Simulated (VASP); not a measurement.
# Al (Im-3m) in VASP: a series of runs

Al is run at these levels: PBEsol; tasks: single point.

All numbers are computed with VASP 6.6.1; they aren't measurements. Logs are shortened: lines on timing, memory, paths and dates and some standing lists are left out, and cuts for length are marked.

### 1 The cell of the first run

The structure is cubic, space group Im-3m (No. 229). The conventional cell has a = 3.182 Å, b = 3.182 Å, c = 3.182 Å, α = 90.00°, β = 90.00°, γ = 90.00°. Within 3.6 Å of Al (site symmetry m-3m) lie 14 Al at 2.76 to 3.18 Å.

### 2 Single point, PBEsol

INCAR reads:

```
SYSTEM = Al
PREC = Accurate
ENCUT = 520
EDIFF = 1E-7
ISMEAR = 1
SIGMA = 0.15
LREAL = .FALSE.
LASPH = .TRUE.
NELM = 60
ALGO = Normal
ISIF = 2
LWAVE = .FALSE.
LCHARG = .FALSE.
GGA = PS
NBANDS = 8
```

KPOINTS reads:

```
Automatic mesh
0
G
  10 10 10
  0 0 0
```

POSCAR reads:

```
Al
1.0
    2.7560720000      0.0000000000      0.0000000000
   -0.9186906379      2.5984496110      0.0000000000
   -0.9186906379     -1.2992247445      2.2503234088
Al
1
Direct
    0.0000000000      0.0000000000      0.0000000000
```

Potentials or basis: VASP PAW PBE potentials, release 64 (Al).

Run with:

```bash
> cat potpaw_PBE.64/Al/POTCAR > POTCAR
> mpirun -np 1 vasp_std > vasp.out
```

OUTCAR:

```text
SYSTEM = Al
   PREC = Accurate
   ENCUT = 520
   EDIFF = 1E-7
   ISMEAR = 1
   LREAL = .FALSE.
   LASPH = .TRUE.
   NELM = 60
   ISIF = 2
   GGA = PS

 ion  position               nearest neighbor table
   1  0.000  0.000  0.000-

  LATTYP: Found a body centered cubic cell.
 ALAT       =     3.1824378222

  Lattice vectors:

 A1 = (   2.7560720000,   0.0000000000,   0.0000000000)
 A2 = (  -0.9186906379,   2.5984496110,   0.0000000000)
 A3 = (  -0.9186906379,  -1.2992247445,   2.2503234088)

Analysis of symmetry for initial positions (statically):
=====================================================================
 Subroutine PRICEL returns:
 Original cell was already a primitive cell.

 Routine SETGRP: Setting up the symmetry group for a
 body centered cubic supercell.

 Subroutine GETGRP returns: Found 48 space group operations
 (whereof 48 operations were pure point group operations)
 out of a pool of 48 trial point group operations.

The static configuration has the point symmetry O_h .

Analysis of symmetry for dynamics (positions and initial velocities):
=====================================================================
 Subroutine PRICEL returns:
 Original cell was already a primitive cell.

 Routine SETGRP: Setting up the symmetry group for a
 body centered cubic supercell.

 Subroutine GETGRP returns: Found 48 space group operations
 (whereof 48 operations were pure point group operations)
 out of a pool of 48 trial point group operations.

The dynamic configuration has the point symmetry O_h .

 Subroutine INISYM returns: Found 48 space group operations
 (whereof 48 operations are pure point group operations),
 and found     1 'primitive' translations

----------------------------------------------------------------------------------------

                                     Primitive cell

  volume of cell :      16.1157

  direct lattice vectors                    reciprocal lattice vectors
     2.756072000  0.000000000  0.000000000     0.362835223  0.128281619  0.222190275
    -0.918690638  2.598449611  0.000000000     0.000000000  0.384844869  0.222190275
    -0.918690638 -1.299224745  2.250323409     0.000000000  0.000000000  0.444380570

  length of vectors
     2.756072000  2.756072000  2.756072000     0.444380570  0.444380570  0.444380570

  position of ions in fractional coordinates (direct lattice)
     0.000000000  0.000000000  0.000000000

  ion indices of the primitive-cell ions
   primitive index   ion index
                 1           1

----------------------------------------------------------------------------------------

 KPOINTS: Automatic mesh

Automatic generation of k-mesh.
 Grid dimensions read from file:
 generate k-points for:   10   10   10

 Generating k-lattice:

  Cartesian coordinates                     Fractional coordinates (reciprocal lattice)
     0.036283522  0.012828162  0.022219027     0.100000000 -0.000000000  0.000000000
     0.000000000  0.038484487  0.022219027     0.000000000  0.100000000  0.000000000
     0.000000000  0.000000000  0.044438057     0.000000000  0.000000000  0.100000000

  Length of vectors
     0.044438057  0.044438057  0.044438057

  Shift w.r.t. Gamma in fractional coordinates (k-lattice)
     0.000000000  0.000000000  0.000000000

 Subroutine IBZKPT returns following result:
 ===========================================

 Found     47 irreducible k-points:

 Following reciprocal coordinates:
            Coordinates               Weight
  0.000000  0.000000  0.000000      1.000000
  0.100000 -0.000000 -0.000000     12.000000
  0.200000 -0.000000 -0.000000     12.000000
  0.300000 -0.000000 -0.000000     12.000000
  0.400000  0.000000  0.000000     12.000000
  0.500000 -0.000000  0.000000      6.000000
[... 16 lines left out ...]
  0.300000  0.300000  0.100000      8.000000
 -0.300000  0.300000  0.100000     24.000000
 [... further k-points ...]
   k-points           NKPTS =     47   k-points in BZ     NKDIM =     47   number of bands    NBANDS=      8
   number of dos      NEDOS =    301   number of ions     NIONS =      1
   total plane-waves  NPLWV =   8000
   dimension x,y,z NGX =    20 NGY =   20 NGZ =   20
   dimension x,y,z NGXF=    40 NGYF=   40 NGZF=   40
   ions per type =               1
   NGX,Y,Z   is equivalent  to a cutoff of  12.06, 12.06, 12.06 a.u.
   NGXF,Y,Z  is equivalent  to a cutoff of  24.13, 24.13, 24.13 a.u.
 SYSTEM =  Al
   PREC   = accura    normal or accurate (medium, high low for compatibility)
   ISTART =      0    job   : 0-new  1-cont  2-samecut
   ICHARG =      2    charge: 1-file 2-atom 10-const
   ISPIN  =      1    spin polarized calculation?
   LNONCOLLINEAR =      F non collinear calculations
   LSORBIT =      F    spin-orbit coupling
   LASPH  =      T    aspherical Exc in radial PAW
   ENCUT  =  520.0 eV  38.22 Ry    6.18 a.u.   5.12  5.12  5.12*2*pi/ulx,y,z
   NELM   =     60;   NELMIN=  2; NELMDL= -5     # of ELM steps
   EDIFF  = 0.1E-06   stopping-criterion for ELM
   LREAL  =      F    real-space projection
   EDIFFG = 0.1E-05   stopping-criterion for IOM
   NSW    =      0    number of steps for IOM
   IBRION =     -1    ionic relax: 0-MD 1-quasi-New 2-CG
   NFREE  =      0    steps in history (QN), initial steepest desc. (CG)
   ISIF   =      2    stress and relaxation
   ISYM   =      2    0-nonsym 1-usesym 2-fastsym
   POTIM  = 0.5000    time-step for ionic-motion
   TEBEG  =    0.0;   TEEND  =   0.0 temperature during run
   PSTRESS=    0.0 pullay stress
   NELECT =       3.0000    total number of electrons
   NUPDOWN=      -1.0000    fix difference up-down
   EMIN   =  10.00;   EMAX   =-10.00  energy-range for DOS
   EFERMI =   0.00;   METHOD = LEGACY
   ISMEAR =     1;   SIGMA  =   0.15  broadening in eV -4-tet -1-fermi 0-gaus
   EFERMI_NEDOS =   21; number of points for ismear=-14 and -15
   IALGO  =     38    algorithm
   IMIX   =      4    mixing-type and parameters
     AMIX     =   0.40;   BMIX     =  1.00
     AMIX_MAG =   1.60;   BMIX_MAG =  1.00
  volume/ion in A,a.u.               =      16.12       108.75
  Fermi-wavevector in a.u.,A,eV,Ry     =   0.934757  1.766434 11.888367  0.873770
  Thomas-Fermi vector in A             =   2.061594
   LORBIT       =      0    0 simple, 1 ext, 2 COOP (PROOUT), +10 PAW based schemes
   GGA     = PS    functional components
   LHFCALC =     F    Hartree Fock is set to
   AEXX    =    0.0000 exact exchange contribution
   IVDW    =     0    specifies the selected vdW correction
   LEPSILON=     F    determine dielectric tensor
   LRPA    =     F    only Hartree local field effects (RPA)
 non-spin polarized calculation
 Methfessel and Paxton  Order N= 1 SIGMA  =   0.15
  energy-cutoff  :      520.00
  volume of cell :       16.12
 maximum number of plane-waves:       466
   NGX = 11   NGY = 11   NGZ = 11

 number of electron       3.0000000 magnetization

 Free energy of the ion-electron system (eV)
  ---------------------------------------------------
  ext. energy  EPLUGINS =         0.00000000
  ---------------------------------------------------
  free energy    TOTEN  =        -4.00423881 eV

  energy without entropy =       -4.00380708  energy(sigma->0) =       -4.00409490

 E-fermi :   8.1621     XC(G=0): -10.3463

 val. band max:        8.1138774702   @ k =   0.5000   0.5000   0.4000
 cond. band min:       8.1792840856   @ k =  -0.4000   0.4000   0.2000
 fundamental gap:      0.0654066154
 Fermi energy:         8.1621147934

 k-point     1 :       0.0000    0.0000    0.0000
  band No.  band energies     occupation
      1      -3.0911      2.00000
      2      21.5856      0.00000
      3      21.5856      0.00000
      4      21.5856      0.00000
      5      23.2296      0.00000
      6      23.2296      0.00000
      7      23.2296      0.00000
      8      24.6684      0.00000

 k-point     2 :       0.1000   -0.0000   -0.0000
  band No.  band energies     occupation
      1      -2.7990      2.00000
      2      18.7572      0.00000
      3      20.1487      0.00000
      4      20.5580      0.00000
      5      22.1286      0.00000
      6      23.1470      0.00000
      7      24.1793      0.00000
      8      24.8699      0.00000

 k-point     3 :       0.2000   -0.0000   -0.0000
  band No.  band energies     occupation
      1      -1.9264      2.00000
      2      14.5783      0.00000
      3      18.5808      0.00000
      4      18.9246      0.00000
      5      20.5497      0.00000
      6      21.8265      0.00000
      7      25.4138      0.00000
      8      25.5354      0.00000

 k-point     4 :       0.3000   -0.0000   -0.0000
  band No.  band energies     occupation
      1      -0.4842      2.00000
      2      10.6291     -0.00000
      3      17.4446      0.00000
      4      17.6072      0.00000
      5      19.3294      0.00000
      6      20.7617      0.00000
      7      26.6368      0.00000
      8      27.0016      0.00000

 k-point     5 :       0.4000    0.0000    0.0000
  band No.  band energies     occupation
      1       1.5086      2.00000
      2       7.1103      2.00000
      3      16.7634      0.00000
      4      16.7878      0.00000
      5      18.5825      0.00000
      6      20.0574      0.00000
      7      28.0772      0.00000
      8      28.9680      0.00000

 k-point     6 :       0.5000   -0.0000    0.0000
  band No.  band energies     occupation
      1       3.7923      2.00000
      2       4.3159      2.00000
      3      16.5113      0.00000
      4      16.5368      0.00000
      5      18.3321      0.00000
      6      19.8117      0.00000
      7      29.1193      0.00000
      8      30.4897      0.00000

 k-point     7 :       0.1000    0.1000    0.0000
  band No.  band energies     occupation
      1      -2.2167      2.00000
      2      16.6722      0.00000
      3      16.9864      0.00000
      4      19.2534      0.00000
      5      22.3905      0.00000
      6      22.4475      0.00000
      7      24.9355      0.00000
      8      25.2719      0.00000

 k-point     8 :       0.2000    0.1000    0.0000
  band No.  band energies     occupation
      1      -1.0593      2.00000
      2      12.7338      0.00000
      3      15.3321      0.00000
      4      17.8810      0.00000
      5      21.1187      0.00000
      6      22.8109      0.00000
      7      24.7501      0.00000
      8      27.5408      0.00000

 k-point     9 :       0.3000    0.1000   -0.0000
  band No.  band energies     occupation
      1       0.6586      2.00000
      2       9.0079     -0.00000
      3      14.2892      0.00000
      4      16.9120      0.00000
      5      20.1451      0.00000
      6      22.5203      0.00000
      7      25.6827      0.00000
      8      29.4578      0.00000

 k-point    10 :       0.4000    0.1000    0.0000
  band No.  band energies     occupation
      1       2.9070      2.00000
      2       5.7445      2.00000
      3      13.7639      0.00000
      4      16.4192      0.00000
      5      19.6402      0.00000
      6      22.1790      0.00000
      7      27.3897      0.00000
      8      29.6444      0.00000
[... 78 lines left out ...]
 k-point    18 :       0.4000    0.1000    0.1000
  band No.  band energies     occupation
      1       4.3324      2.00000
      2       4.8819      2.00000
      3      12.4473      0.00000
      4      13.2465      0.00000
      5      23.3446      0.00000
      6      23.7855      0.00000
      7      29.4647      0.00000
      8      30.8156      0.00000

 k-point    19 :      -0.1000    0.1000    0.1000
  band No.  band energies     occupation
      1      -2.5075      2.00000
      2      18.2073      0.00000
      3      18.2073      0.00000
      4      20.4402      0.00000
      5      20.8279      0.00000
      6      22.1577      0.00000
      7      24.8318      0.00000
      8      24.8318      0.00000

 k-point    20 :       0.2000    0.2000    0.1000
  band No.  band energies     occupation
      1       1.7911      2.00000
      2       9.7496     -0.00000
      3      10.4231     -0.00000
      4      12.9678      0.00000
      5      25.7375      0.00000
      6      25.8170      0.00000
      7      28.2614      0.00000
      8      28.2808      0.00000

 k-point    21 :       0.3000    0.2000    0.1000
  band No.  band energies     occupation
      1       4.0153      2.00000
      2       6.8161      2.00000
      3       9.6045     -0.00000
      4      12.4254      0.00000
      5      25.5035      0.00000
      6      26.9533      0.00000
      7      28.6120      0.00000
      8      30.3214      0.00000

 k-point    22 :      -0.2000    0.2000    0.1000
  band No.  band energies     occupation
      1      -1.6367      2.00000
      2      14.7625      0.00000
      3      16.4739      0.00000
      4      18.8659      0.00000
      5      20.5017      0.00000
      6      21.4568      0.00000
      7      24.4712      0.00000
      8      27.1119      0.00000

 k-point    23 :       0.3000    0.3000    0.1000
  band No.  band energies     occupation
      1       6.2263      2.00000
      2       6.2263      2.00000
      3       7.2251      2.00000
      4      12.1460      0.00000
      5      27.4734      0.00000
      6      27.5367      0.00000
      7      27.5367      0.00000
      8      32.1542      0.00000

 k-point    24 :      -0.3000    0.3000    0.1000
  band No.  band energies     occupation
      1      -0.1975      2.00000
      2      10.8804     -0.00000
      3      15.2161      0.00000
      4      17.6180      0.00000
      5      20.3417      0.00000
      6      21.2769      0.00000
      7      23.8538      0.00000
      8      29.6915      0.00000

 [... further k-points ...]
[... 5 lines left out ...]
  --------------------------------------------------------------------------------------
  -------------------------------------------------------------------------------------
  Total        0.2840431      0.2840431      0.2840431      0.0000000      0.0000000      0.0000000
  in kB       28.2387178     28.2387181     28.2387189      0.0000003      0.0000008      0.0000005
  external PRESSURE =      28.2387183 kB  Pullay stress =       0.0000000 kB

 VOLUME and BASIS-vectors are now :
 -----------------------------------------------------------------------------
  energy-cutoff  :      520.00
  volume of cell :       16.12
      direct lattice vectors                 reciprocal lattice vectors
     2.756072000  0.000000000  0.000000000     0.362835223  0.128281619  0.222190275
    -0.918690638  2.598449611  0.000000000     0.000000000  0.384844869  0.222190275
    -0.918690638 -1.299224745  2.250323409     0.000000000  0.000000000  0.444380570

 POSITION                                       TOTAL-FORCE (eV/Angst)
 -----------------------------------------------------------------------------------
      0.00000      0.00000      0.00000        -0.000000     -0.000000      0.000000
 -----------------------------------------------------------------------------------
    total drift:                               -0.000000      0.000000     -0.000000

  FREE ENERGIE OF THE ION-ELECTRON SYSTEM (eV)
  ---------------------------------------------------
  free  energy   TOTEN  =        -4.0042388077 eV

  energy  without entropy=       -4.0038070777  energy(sigma->0) =       -4.00409490
```

It took 7.1 s on 1 thread of AMD EPYC 7R13, shared host; peak memory 0.09 GiB.

Results:

- Free energy: -4.0042 eV
- Pressure: 2.8 GPa

Caveat: the PAW data sets were made with another functional, which shifts forces and pressure a little.

### 3 Single point, PBEsol

INCAR reads:

```
SYSTEM = Al
ALGO = Normal ; EDIFF = 1E-7
ENCUT = 520 ; GGA = PS
ISIF = 2 ; ISMEAR = 1
LASPH = .True. ; LCHARG = .False.
LREAL = .False. ; LWAVE = .False.
NBANDS = 8 ; NELM = 60
PREC = Accurate ; SIGMA = 0.15
```

KPOINTS reads:

```
k-points
0
Gamma
  12 12 12
  0 0 0
```

POSCAR is that of step 2.

Potentials or basis: VASP PAW PBE potentials, release 64 (Al).

Run with:

```bash
> cat potpaw_PBE.64/Al/POTCAR > POTCAR
> mpirun -np 1 vasp_std > vasp.out
```

Run time: 10 s. Hardware: 1 thread of AMD EPYC 7R13, shared host; peak memory 0.09 GiB.

The run converged. Its results:

```
Free energy : -3.9848 eV
Pressure    : 2.3 GPa
```

Levels at points of the mesh, in eV from the Fermi level:
| k point | band 1 | band 2 | band 3 | band 4 |
| --- | --- | --- | --- | --- |
| (0.00, 0.00, 0.00) | -11.27 | 13.41 | 13.41 | 13.41 |
| (0.50, 0.00, 0.00) | -4.38 | -3.86 | 8.34 | 8.36 |
| (0.50, 0.50, 0.50) | 1.93 | 1.93 | 1.93 | 2.96 |

Caveat: the PAW data sets were made with another functional, which shifts forces and pressure a little.
